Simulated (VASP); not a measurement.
# C (P6_3/mmc) in VASP: relaxation of cell and atoms with r2SCAN

Aim: the relaxation of cell and atoms of C with r2SCAN.

Program: VASP 6.6.1. These are calculated values, not measurements. Logs are shortened: lines on timing, memory, paths and dates and some standing lists are left out, and cuts for length are marked.

## (1) The cell of the first run

Symmetry: P6_3/mmc, No. 194, hexagonal system. The conventional cell has a = 2.518 Å, b = 2.518 Å, c = 8.304 Å, α = 90.00°, β = 90.00°, γ = 120.00°. Within 2.1 Å of C (site symmetry 3m) lie 4 C at 1.54 Å. Within 2.1 Å of C (site symmetry 3m) lie 4 C at 1.54 to 1.57 Å.

## (2) Relaxation of cell and atoms, r2SCAN

Input file POSCAR:

```
C
1.0
    2.5179974807      0.0000000000      0.0000000000
   -1.2589987404      2.1806497850      0.0000000000
    0.0000000000      0.0000000000      8.3044643019
C
8
Direct
    0.0000000000      0.0000000000      0.0007812096
    0.3333333333      0.6666666667      0.2492781312
    0.0000000000      0.0000000000      0.5007812096
    0.6666666667      0.3333333333      0.7492781312
    0.0000000000      0.0000000000      0.1867187904
    0.3333333333      0.6666666667      0.4382218688
    0.0000000000      0.0000000000      0.6867187904
    0.6666666667      0.3333333333      0.9382218688
```

Input file INCAR.step1:

```
PREC = Accurate
ENCUT = 600
ISMEAR = -1
SIGMA = 0.02
LREAL = False
LASPH = True
NELM = 100
GGA = PE
ALGO = Normal
EDIFF = 1E-4
LWAVE = True
LCHARG = False
```

Input file INCAR.step2:

```
PREC = Accurate
ENCUT = 600
EDIFF = 1E-6
ISMEAR = -1
SIGMA = 0.02
LREAL = False
LASPH = True
NELM = 100
ALGO = Normal
ISIF = 3
LWAVE = False
LCHARG = False
METAGGA = R2SCAN
LMIXTAU = True
IBRION = 2
NSW = 80
EDIFFG = -0.005
ISTART = 1
```

Input file KPOINTS:

```
regular mesh
0
Gamma
  12 12 4
```

Potentials or basis: VASP PAW PBE potentials, release 64 (C).

Run with:

```
$ cat potpaw_PBE.64/C/POTCAR > POTCAR
$ cp INCAR.step1 INCAR
$ mpirun -np 1 vasp_std > vasp.out
$ cp INCAR.step2 INCAR
$ mpirun -np 1 vasp_std > vasp.out
```

OUTCAR:

```text
PREC = Accurate
   ENCUT = 600
   EDIFF = 1E-6
   ISMEAR = -1
   LREAL = False
   LASPH = True
   NELM = 100
   ISIF = 3
   METAGGA = R2SCAN
   IBRION = 2
   NSW = 80
   EDIFFG = -0.005
   ISTART = 1

 ion  position               nearest neighbor table
   1  0.000  0.000  0.001-   8 1.54   8 1.54   8 1.54   5 1.54
   2  0.333  0.667  0.249-   5 1.54   5 1.54   5 1.54   6 1.57
   3  0.000  0.000  0.501-   6 1.54   6 1.54   6 1.54   7 1.54
   4  0.667  0.333  0.749-   7 1.54   7 1.54   7 1.54   8 1.57
   5  0.000  0.000  0.187-   2 1.54   2 1.54   2 1.54   1 1.54
   6  0.333  0.667  0.438-   3 1.54   3 1.54   3 1.54   2 1.57
   7  0.000  0.000  0.687-   4 1.54   4 1.54   4 1.54   3 1.54
   8  0.667  0.333  0.938-   1 1.54   1 1.54   1 1.54   4 1.57

  LATTYP: Found a hexagonal cell.
 ALAT       =     2.5179974807
 C/A-ratio  =     3.2980431337

  Lattice vectors:

 A1 = (   2.5179974807,   0.0000000000,   0.0000000000)
 A2 = (  -1.2589987404,   2.1806497850,   0.0000000000)
 A3 = (   0.0000000000,   0.0000000000,   8.3044643019)

Analysis of symmetry for initial positions (statically):
=====================================================================
 Subroutine PRICEL returns:
 Original cell was already a primitive cell.

 Routine SETGRP: Setting up the symmetry group for a
 hexagonal supercell.

 Subroutine GETGRP returns: Found 24 space group operations
 (whereof  6 operations were pure point group operations)
 out of a pool of 24 trial point group operations.

The static configuration has the point symmetry C_3v.
 The point group associated with its full space group is D_6h.

Analysis of symmetry for dynamics (positions and initial velocities):
=====================================================================
 Subroutine PRICEL returns:
 Original cell was already a primitive cell.

 Routine SETGRP: Setting up the symmetry group for a
 hexagonal supercell.

 Subroutine GETGRP returns: Found 24 space group operations
 (whereof  6 operations were pure point group operations)
 out of a pool of 24 trial point group operations.

The dynamic configuration has the point symmetry C_3v.
 The point group associated with its full space group is D_6h.

 Subroutine INISYM returns: Found 24 space group operations
 (whereof  6 operations are pure point group operations),
 and found     1 'primitive' translations

----------------------------------------------------------------------------------------

                                     Primitive cell

  volume of cell :      45.5987

  direct lattice vectors                    reciprocal lattice vectors
     2.517997481  0.000000000  0.000000000     0.397140985  0.229289455  0.000000000
    -1.258998740  2.180649785  0.000000000     0.000000000  0.458578909  0.000000000
     0.000000000  0.000000000  8.304464302     0.000000000  0.000000000  0.120417159

  length of vectors
     2.517997481  2.517997481  8.304464302     0.458578909  0.458578909  0.120417159

  position of ions in fractional coordinates (direct lattice)
     0.000000000  0.000000000  0.000781210
     0.333333333  0.666666667  0.249278131
     0.000000000  0.000000000  0.500781210
     0.666666667  0.333333333  0.749278131
     0.000000000  0.000000000  0.186718790
     0.333333333  0.666666667  0.438221869
     0.000000000  0.000000000  0.686718790
     0.666666667  0.333333333  0.938221869

  ion indices of the primitive-cell ions
   primitive index   ion index
                 1           1
                 2           2
                 3           3
                 4           4
                 5           5
                 6           6
                 7           7
                 8           8

----------------------------------------------------------------------------------------

 KPOINTS: regular mesh

Automatic generation of k-mesh.
 Grid dimensions read from file:
 generate k-points for:   12   12    4

 Generating k-lattice:

  Cartesian coordinates                     Fractional coordinates (reciprocal lattice)
     0.033095082  0.019107455  0.000000000     0.083333333 -0.000000000  0.000000000
     0.000000000  0.038214909  0.000000000     0.000000000  0.083333333  0.000000000
     0.000000000  0.000000000  0.030104290     0.000000000  0.000000000  0.250000000

  Length of vectors
     0.038214909  0.038214909  0.030104290

  Shift w.r.t. Gamma in fractional coordinates (k-lattice)
     0.000000000  0.000000000  0.000000000

 Subroutine IBZKPT returns following result:
 ===========================================

 Found     57 irreducible k-points:

 Following reciprocal coordinates:
            Coordinates               Weight
  0.000000  0.000000  0.000000      1.000000
  0.083333 -0.000000  0.000000      6.000000
  0.166667 -0.000000  0.000000      6.000000
  0.250000  0.000000  0.000000      6.000000
  0.333333  0.000000  0.000000      6.000000
  0.416667  0.000000  0.000000      6.000000
[... 16 lines left out ...]
  0.250000  0.000000  0.250000     12.000000
  0.333333  0.000000  0.250000     12.000000
 [... further k-points ...]
   k-points           NKPTS =     57   k-points in BZ     NKDIM =     57   number of bands    NBANDS=     21
   number of dos      NEDOS =    301   number of ions     NIONS =      8
   total plane-waves  NPLWV =  28000
   dimension x,y,z NGX =    20 NGY =   20 NGZ =   70
   dimension x,y,z NGXF=    40 NGYF=   40 NGZF=  140
   ions per type =               8
   NGX,Y,Z   is equivalent  to a cutoff of  13.20, 13.20, 14.01 a.u.
   NGXF,Y,Z  is equivalent  to a cutoff of  26.41, 26.41, 28.03 a.u.
 SYSTEM =  unknown system
   PREC   = accura    normal or accurate (medium, high low for compatibility)
   ISTART =      1    job   : 0-new  1-cont  2-samecut
   ICHARG =      0    charge: 1-file 2-atom 10-const
   ISPIN  =      1    spin polarized calculation?
   LNONCOLLINEAR =      F non collinear calculations
   LSORBIT =      F    spin-orbit coupling
   LASPH  =      T    aspherical Exc in radial PAW
   ENCUT  =  600.0 eV  44.10 Ry    6.64 a.u.   5.03  5.03 16.59*2*pi/ulx,y,z
   NELM   =    100;   NELMIN=  2; NELMDL=  0     # of ELM steps
   EDIFF  = 0.1E-05   stopping-criterion for ELM
   LREAL  =      F    real-space projection
   EDIFFG = -.5E-02   stopping-criterion for IOM
   NSW    =     80    number of steps for IOM
   IBRION =      2    ionic relax: 0-MD 1-quasi-New 2-CG
   NFREE  =      1    steps in history (QN), initial steepest desc. (CG)
   ISIF   =      3    stress and relaxation
   ISYM   =      2    0-nonsym 1-usesym 2-fastsym
   POTIM  = 0.5000    time-step for ionic-motion
   TEBEG  =    0.0;   TEEND  =   0.0 temperature during run
   PSTRESS=    0.0 pullay stress
   NELECT =      32.0000    total number of electrons
   NUPDOWN=      -1.0000    fix difference up-down
   EMIN   =  10.00;   EMAX   =-10.00  energy-range for DOS
   EFERMI =   0.00;   METHOD = LEGACY
   ISMEAR =    -1;   SIGMA  =   0.02  broadening in eV -4-tet -1-fermi 0-gaus
   EFERMI_NEDOS =   21; number of points for ismear=-14 and -15
   IALGO  =     38    algorithm
   IMIX   =      4    mixing-type and parameters
     AMIX     =   0.40;   BMIX     =  1.00
     AMIX_MAG =   1.60;   BMIX_MAG =  1.00
  volume/ion in A,a.u.               =       5.70        38.46
  Fermi-wavevector in a.u.,A,eV,Ry     =   1.454813  2.749198 28.796475  2.116481
  Thomas-Fermi vector in A             =   2.571920
   LORBIT       =      0    0 simple, 1 ext, 2 COOP (PROOUT), +10 PAW based schemes
   METAGGA = R2SCAN    functional components
   LHFCALC =     F    Hartree Fock is set to
   AEXX    =    0.0000 exact exchange contribution
   IVDW    =     0    specifies the selected vdW correction
   LEPSILON=     F    determine dielectric tensor
   LRPA    =     F    only Hartree local field effects (RPA)
 conjugate gradient relaxation of ions
 non-spin polarized calculation
  energy-cutoff  :      600.00
  volume of cell :       45.60
 maximum number of plane-waves:      1548
 NGX is ok and might be reduce to    20
   NGX =  9   NGY =  9   NGZ = 33

--------------------------------------- Ionic step        1  -------------------------------------------

 number of electron      31.9999999 magnetization

 Free energy of the ion-electron system (eV)
  ---------------------------------------------------
  ext. energy  EPLUGINS =         0.00000000
  ---------------------------------------------------
  free energy    TOTEN  =       -78.56996904 eV

  energy without entropy =      -78.56996904  energy(sigma->0) =      -78.56996904

------------------------ aborting loop because EDIFF is reached ----------------------------------------

  FORCE on cell =-STRESS in cart. coord.  units (eV):
  Direction    XX          YY          ZZ          XY          YZ          ZX
  --------------------------------------------------------------------------------------
  -------------------------------------------------------------------------------------
  Total       -1.1320316     -1.1320316     -1.0275888      0.0000000      0.0000000      0.0000000
  in kB      -39.7755611    -39.7755611    -36.1058114      0.0000000      0.0000000      0.0000000
  external PRESSURE =     -38.5523112 kB  Pullay stress =       0.0000000 kB
[... 195 lines left out ...]
  energy  without entropy=      -78.5747912620  energy(sigma->0) =      -78.57479126

--------------------------------------- Ionic step        6  -------------------------------------------

 number of electron      31.9999999 magnetization

 Free energy of the ion-electron system (eV)
  ---------------------------------------------------
  ext. energy  EPLUGINS =         0.00000000
  ---------------------------------------------------
  free energy    TOTEN  =       -78.57479776 eV

  energy without entropy =      -78.57479776  energy(sigma->0) =      -78.57479776

 E-fermi :  10.3871     XC(G=0): -14.2750

 val. band max:        9.9026209713   @ k =   0.0000   0.0000   0.0000
 cond. band min:      14.6754193301   @ k =   0.4167   0.0000   0.0000
 fundamental gap:      4.7727983588
 Fermi energy:        10.3871351894

 k-point     1 :       0.0000    0.0000    0.0000
  band No.  band energies     occupation
      1     -12.9953      2.00000
      2     -11.2798      2.00000
      3     -11.1661      2.00000
      4      -7.1406      2.00000
      5      -4.3300      2.00000
      6       2.6018      2.00000
[... 550 lines left out ...]
      5      -2.0408      2.00000
      6      -0.9106      2.00000
[... 13 lines left out ...]
     20      17.7660      0.00000
     21      18.3574      0.00000

 [... further k-points ...]
[... 5 lines left out ...]
  --------------------------------------------------------------------------------------
  -------------------------------------------------------------------------------------
  Total       -0.0237165     -0.0237165     -0.0160644      0.0000000      0.0000000      0.0000000
  in kB       -0.8404614     -0.8404614     -0.5692877      0.0000000      0.0000000      0.0000000
  external PRESSURE =      -0.7500702 kB  Pullay stress =       0.0000000 kB
[... 23 lines left out ...]
  FREE ENERGIE OF THE ION-ELECTRON SYSTEM (eV)
  ---------------------------------------------------
  free  energy   TOTEN  =       -78.5747977627 eV

  energy  without entropy=      -78.5747977627  energy(sigma->0) =      -78.57479776

 reached required accuracy - stopping structural energy minimisation
```

It took 18 min on 1 thread of Oxide Virtual Turin-like, shared host; peak memory 0.16 GiB.

What came out:

| Property | Result |
| --- | --- |
| Free energy | -78.5748 eV |
| Relaxed volume | 5.65 Å³/atom |
| Relaxed cell | a = 2.511 Å, b = 2.511 Å, c = 8.282 Å, α = 90.00°, β = 90.00°, γ = 120.00° |
| Space group after relaxing (to 0.1 Å) | P6_3/mmc (No. 194) |
| Energy gained by relaxing | 0.6 meV/atom |
| Ionic steps | 6 |
| Pressure after relaxing | -0.1 GPa |
| Band gap on the k mesh | 4.77 eV (least direct gap 5.54 eV) |

The path:
```csv
step,energy change (eV),largest force (eV/Å),pressure (GPa),volume (Å³)
1,0.0000,0.0128,-3.86,45.60
2,0.0032,0.0365,5.15,44.70
3,-0.0048,0.0081,0.00,45.20
4,-0.0048,0.0077,-0.08,45.21
5,-0.0048,0.0144,-0.07,45.21
6,-0.0048,0.0011,-0.08,45.21
```

Final structure:
```xyz
8
Lattice="2.5106 0.0000 0.0000 -1.2553 2.1742 0.0000 0.0000 0.0000 8.2825" Properties=species:S:1:pos:R:3 pbc="T T T"
C     2.5106    0.0000    0.0067
C     0.0000    1.4495    2.0645
C     0.0000    0.0000    4.1480
C     1.2553    0.7247    6.2057
C     0.0000    0.0000    1.5462
C     0.0000    1.4495    3.6297
C     0.0000    0.0000    5.6874
C     1.2553    0.7247    7.7709
```

Levels at points of the mesh, in eV from the valence-band top:
```tsv
k point	band 13	band 14	band 15	band 16	band 17	band 18	band 19	band 20
(0.00, 0.00, 0.00)	-1.85	-0.23	0.00	0.00	5.54	5.54	5.72	7.48
(0.50, 0.00, 0.00)	-5.24	-4.99	-3.90	-3.16	4.85	5.84	6.31	6.35
(0.00, 0.00, 0.50)	-0.70	-0.70	-0.70	-0.70	6.37	6.37	6.37	6.37
(0.50, 0.00, 0.50)	-5.02	-5.02	-3.90	-3.90	5.20	5.20	7.37	7.37
```

Caveat: the PAW data sets were made with another functional, which shifts forces and pressure a little. A k mesh can miss the band edges.
